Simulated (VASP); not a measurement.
# Be (I4/mmm) in VASP: a series of runs, part 2 of 2

VASP 6.6.1. The steps go on from the part before.

## Step 3: Relaxation of cell and atoms, r2SCAN

POSCAR

```
Be
1.0
   -1.4136124988      1.4136124988      1.3222337796
    1.4136124988     -1.4136124988      1.3222337796
    1.4136124988      1.4136124988     -1.3222337796
Be
1
Direct
    0.0000000000      0.0000000000      0.0000000000
```

INCAR.step1

```
SYSTEM = Be
PREC = Accurate ; ENCUT = 660
ISMEAR = 0 ; SIGMA = 0.1
LREAL = .False. ; LASPH = .True.
NELM = 120 ; GGA = PE
ALGO = Normal ; EDIFF = 1E-5
LWAVE = .True. ; LCHARG = .False.
GGA_COMPAT = .False. ; IBRION = 2
ISIF = 3 ; EDIFFG = -0.005
NELMIN = 4 ; NSW = 100
```

INCAR.step2

```
SYSTEM = Be
PREC = Accurate ; ENCUT = 660
EDIFF = 1E-7 ; ISMEAR = 0
SIGMA = 0.1 ; LREAL = .False.
LASPH = .True. ; NELM = 120
ALGO = Normal ; ISIF = 3
LWAVE = .False. ; LCHARG = .False.
METAGGA = R2SCAN ; LMIXTAU = .True.
IBRION = 2 ; NSW = 80
EDIFFG = -0.05 ; ISTART = 1
GGA_COMPAT = .False. ; NELMIN = 4
```

KPOINTS

```
regular mesh
0
Gamma
  10 10 10
  0 0 0
```

Potentials or basis: VASP PAW PBE potentials, release 64 (Be).

The run is started by

```sh
$ cat potpaw_PBE.64/Be/POTCAR > POTCAR
$ cp INCAR.step1 INCAR
$ mpirun -np 1 vasp_std > vasp.out
$ cp INCAR.step2 INCAR
$ mpirun -np 1 vasp_std > vasp.out
```

OUTCAR:

```text
SYSTEM = Be
   PREC = Accurate
   ENCUT = 660
   EDIFF = 1E-7
   ISMEAR = 0
   LREAL = .False.
   LASPH = .True.
   NELM = 120
   ISIF = 3
   METAGGA = R2SCAN
   IBRION = 2
   NSW = 80
   EDIFFG = -0.05
   ISTART = 1
   NELMIN = 4

 ion  position               nearest neighbor table
   1  0.000  0.000  0.000-

  LATTYP: Found a body centered tetragonal cell.
 ALAT       =     2.8272249976
 C/A-ratio  =     0.9353580141

  Lattice vectors:

 A1 = (  -1.4136124988,   1.4136124988,   1.3222337796)
 A2 = (   1.4136124988,  -1.4136124988,   1.3222337796)
 A3 = (   1.4136124988,   1.4136124988,  -1.3222337796)

Analysis of symmetry for initial positions (statically):
=====================================================================
 Subroutine PRICEL returns:
 Original cell was already a primitive cell.

 Routine SETGRP: Setting up the symmetry group for a
 body centered tetragonal supercell.

 Subroutine GETGRP returns: Found 16 space group operations
 (whereof 16 operations were pure point group operations)
 out of a pool of 16 trial point group operations.

The static configuration has the point symmetry D_4h.

Analysis of symmetry for dynamics (positions and initial velocities):
=====================================================================
 Subroutine PRICEL returns:
 Original cell was already a primitive cell.

 Routine SETGRP: Setting up the symmetry group for a
 body centered tetragonal supercell.

 Subroutine GETGRP returns: Found 16 space group operations
 (whereof 16 operations were pure point group operations)
 out of a pool of 16 trial point group operations.

The dynamic configuration has the point symmetry D_4h.

 Subroutine INISYM returns: Found 16 space group operations
 (whereof 16 operations are pure point group operations),
 and found     1 'primitive' translations

----------------------------------------------------------------------------------------

                                     Primitive cell

  volume of cell :      10.5689

  direct lattice vectors                    reciprocal lattice vectors
    -1.413612499  1.413612499  1.322233780     0.000000000  0.353703720  0.378147955
     1.413612499 -1.413612499  1.322233780     0.353703720  0.000000000  0.378147955
     1.413612499  1.413612499 -1.322233780     0.353703720  0.353703720  0.000000000

  length of vectors
     2.396852678  2.396852678  2.396852678     0.517785861  0.517785861  0.500212598

  position of ions in fractional coordinates (direct lattice)
     0.000000000  0.000000000  0.000000000

  ion indices of the primitive-cell ions
   primitive index   ion index
                 1           1

----------------------------------------------------------------------------------------

 KPOINTS: regular mesh

Automatic generation of k-mesh.
 Grid dimensions read from file:
[... 26 lines left out ...]
  0.400000  0.000000 -0.000000      8.000000
  0.500000  0.000000 -0.000000      4.000000
[... 16 lines left out ...]
  0.300000  0.300000  0.000000      8.000000
  0.400000  0.300000  0.000000     16.000000
 [... further k-points ...]
   k-points           NKPTS =    102   k-points in BZ     NKDIM =    102   number of bands    NBANDS=      5
   number of dos      NEDOS =    301   number of ions     NIONS =      1
   total plane-waves  NPLWV =   8000
   dimension x,y,z NGX =    20 NGY =   20 NGZ =   20
   dimension x,y,z NGXF=    40 NGYF=   40 NGZF=   40
   ions per type =               1
   NGX,Y,Z   is equivalent  to a cutoff of  13.87, 13.87, 13.87 a.u.
   NGXF,Y,Z  is equivalent  to a cutoff of  27.74, 27.74, 27.74 a.u.
 SYSTEM =  Be
   PREC   = accura    normal or accurate (medium, high low for compatibility)
   ISTART =      1    job   : 0-new  1-cont  2-samecut
   ICHARG =      0    charge: 1-file 2-atom 10-const
   ISPIN  =      1    spin polarized calculation?
   LNONCOLLINEAR =      F non collinear calculations
   LSORBIT =      F    spin-orbit coupling
   LASPH  =      T    aspherical Exc in radial PAW
   ENCUT  =  660.0 eV  48.51 Ry    6.96 a.u.   5.02  5.02  5.02*2*pi/ulx,y,z
   NELM   =    120;   NELMIN=  4; NELMDL=  0     # of ELM steps
   EDIFF  = 0.1E-06   stopping-criterion for ELM
   LREAL  =      F    real-space projection
   EDIFFG = -.5E-01   stopping-criterion for IOM
   NSW    =     80    number of steps for IOM
   IBRION =      2    ionic relax: 0-MD 1-quasi-New 2-CG
   NFREE  =      1    steps in history (QN), initial steepest desc. (CG)
   ISIF   =      3    stress and relaxation
   ISYM   =      2    0-nonsym 1-usesym 2-fastsym
   POTIM  = 0.5000    time-step for ionic-motion
   TEBEG  =    0.0;   TEEND  =   0.0 temperature during run
   PSTRESS=    0.0 pullay stress
   NELECT =       2.0000    total number of electrons
   NUPDOWN=      -1.0000    fix difference up-down
   EMIN   =  10.00;   EMAX   =-10.00  energy-range for DOS
   EFERMI =   0.00;   METHOD = LEGACY
   ISMEAR =     0;   SIGMA  =   0.10  broadening in eV -4-tet -1-fermi 0-gaus
   EFERMI_NEDOS =   21; number of points for ismear=-14 and -15
   IALGO  =     38    algorithm
   IMIX   =      4    mixing-type and parameters
     AMIX     =   0.40;   BMIX     =  1.00
     AMIX_MAG =   1.60;   BMIX_MAG =  1.00
  volume/ion in A,a.u.               =      10.57        71.32
  Fermi-wavevector in a.u.,A,eV,Ry     =   0.939886  1.776127 12.019191  0.883386
  Thomas-Fermi vector in A             =   2.067243
   LORBIT       =      0    0 simple, 1 ext, 2 COOP (PROOUT), +10 PAW based schemes
   METAGGA = R2SCAN    functional components
   LHFCALC =     F    Hartree Fock is set to
   AEXX    =    0.0000 exact exchange contribution
   IVDW    =     0    specifies the selected vdW correction
   LEPSILON=     F    determine dielectric tensor
   LRPA    =     F    only Hartree local field effects (RPA)
 conjugate gradient relaxation of ions
 non-spin polarized calculation
 Gauss-broadening in eV      SIGMA  =   0.10
  energy-cutoff  :      660.00
  volume of cell :       10.57
 maximum number of plane-waves:       422
   NGX =  9   NGY =  9   NGZ =  9

--------------------------------------- Ionic step        1  -------------------------------------------

 number of electron       2.0000000 magnetization

 Free energy of the ion-electron system (eV)
  ---------------------------------------------------
  ext. energy  EPLUGINS =         0.00000000
  ---------------------------------------------------
  free energy    TOTEN  =        -4.01091570 eV

  energy without entropy =       -4.01031034  energy(sigma->0) =       -4.01061302

------------------------ aborting loop because EDIFF is reached ----------------------------------------

  FORCE on cell =-STRESS in cart. coord.  units (eV):
  Direction    XX          YY          ZZ          XY          YZ          ZX
  --------------------------------------------------------------------------------------
  -------------------------------------------------------------------------------------
  Total       -1.3467541     -1.3467541     -1.6825800      0.0000000      0.0000000      0.0000000
  in kB     -204.1596405   -204.1596405   -255.0687905      0.0000000      0.0000000      0.0000000
  external PRESSURE =    -221.1293572 kB  Pullay stress =       0.0000000 kB
[... 92 lines left out ...]
--------------------------------------- Ionic step        4  -------------------------------------------

 number of electron       2.0000000 magnetization

 Free energy of the ion-electron system (eV)
  ---------------------------------------------------
  ext. energy  EPLUGINS =         0.00000000
  ---------------------------------------------------
  free energy    TOTEN  =        -4.23761724 eV

  energy without entropy =       -4.23695645  energy(sigma->0) =       -4.23728685

 E-fermi :   7.7750     XC(G=0): -11.2495

 val. band max:        7.7414926844   @ k =   0.4000   0.4000  -0.0000
 cond. band min:       7.9055548835   @ k =  -0.4000  -0.4000   0.1000
 fundamental gap:      0.1640621991
 Fermi energy:         7.7750091195

 k-point     1 :       0.0000    0.0000    0.0000
  band No.  band energies     occupation
      1      -5.1147      2.00000
      2      28.3965      0.00000
      3      28.3965      0.00000
      4      29.5998      0.00000
      5      37.3343      0.00000
[... 177 lines left out ...]
 k-point    24 :       0.4000    0.3000    0.0000
  band No.  band energies     occupation
      1       4.5598      2.00000
      2       8.3546      0.00000
      3      14.4393      0.00000
      4      22.2561      0.00000
      5      36.8334      0.00000

 [... further k-points ...]

------------------------ aborting loop because EDIFF is reached ----------------------------------------

  FORCE on cell =-STRESS in cart. coord.  units (eV):
  Direction    XX          YY          ZZ          XY          YZ          ZX
  --------------------------------------------------------------------------------------
  -------------------------------------------------------------------------------------
  Total       -0.0076035     -0.0076035      0.0203185      0.0000000      0.0000000      0.0000000
  in kB       -1.5360784     -1.5360784      4.1047877      0.0000000      0.0000000      0.0000000
  external PRESSURE =       0.3442103 kB  Pullay stress =       0.0000000 kB
[... 16 lines left out ...]
  FREE ENERGIE OF THE ION-ELECTRON SYSTEM (eV)
  ---------------------------------------------------
  free  energy   TOTEN  =        -4.2376172433 eV

  energy  without entropy=       -4.2369564481  energy(sigma->0) =       -4.23728685

 reached required accuracy - stopping structural energy minimisation
```

Wall time 68 s (1 thread of AMD EPYC 7R13 (Zen 3), shared host); peak memory 0.1 GiB.

Results:

* Free energy: -4.2376 eV
* Relaxed volume: 7.93 Å³/atom
* Relaxed cell: a = 2.180 Å, b = 2.180 Å, c = 2.180 Å, α = 107.13°, β = 107.13°, γ = 114.26°
* Space group after relaxing (to 0.1 Å): I4/mmm (No. 139)
* Energy gained by relaxing: 226.7 meV/atom
* Ionic steps: 4
* Pressure after relaxing: 0.0 GPa
* Band gap on the k mesh: zero (bands 1 and 2 overlap by 4.19 eV)

The path:
| step | energy change (eV) | largest force (eV/Å) | pressure (GPa) | volume (Å³) |
| --- | --- | --- | --- | --- |
| 1 | 0.0000 | 0.0000 | -22.11 | 10.57 |
| 2 | -0.2127 | 0.0000 | -7.54 | 8.49 |
| 3 | -0.2264 | 0.0000 | -1.14 | 8.01 |
| 4 | -0.2267 | 0.0000 | 0.03 | 7.93 |

Final structure:
```yaml
crystal:
  lattice:
    - [-1.29454, 1.29454, 1.18309]
    - [1.29454, -1.29454, 1.18309]
    - [1.29454, 1.29454, -1.18309]
  atoms:
    - { symbol: Be, position: [0.00000, 0.00000, 0.00000] }
```

Caveat: the volume moved by over 15 % at a fixed basis, so the end points are rough; the PAW data sets were made with another functional, which shifts forces and pressure a little.

The gap in the log of VASP goes by the Fermi energy; the results here count the filled bands.